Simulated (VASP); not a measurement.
Crystal: Cu.

```
CELL_PARAMETERS angstrom
0.00000 1.82500 1.82500
1.82500 0.00000 1.82500
1.82500 1.82500 0.00000
ATOMIC_POSITIONS crystal
Cu 0.00000 0.00000 0.00000
```

| Property | Result |
| --- | --- |
| Program | VASP 6.6.1 |
| Task | relaxation of cell and atoms |
| Functional | LDA |
| Potentials or basis | VASP PAW LDA potentials, release 64 (Cu) |
| Cutoff | 600 eV |
| k mesh | 10 × 10 × 10 |
| Occupations | gaussian, width 0.1 eV |
| Spin | no spin polarisation |

At the start: pressure -14.8 GPa; volume 12.16 Å³/atom.

Q: Where does the relaxation end?

A: Over 3 steps the energy falls by 62.4 meV/atom and the volume is 10.95 Å³/atom (-10.0 %); space group Fm-3m (No. 225, to 0.05 Å).

The path:
| step | energy change (eV) | largest force (eV/Å) | pressure (GPa) | volume (Å³) |
| --- | --- | --- | --- | --- |
| 1 | 0.0000 | 0.0000 | -14.77 | 12.16 |
| 2 | -0.0375 | 0.0000 | 12.95 | 10.29 |
| 3 | -0.0624 | 0.0000 | -0.10 | 10.95 |

Final structure:
```yaml
crystal:
  lattice:
    - [0.00000, 1.76226, 1.76226]
    - [1.76226, 0.00000, 1.76226]
    - [1.76226, 1.76226, 0.00000]
  atoms:
    - { symbol: Cu, position: [0.00000, 0.00000, 0.00000] }
```
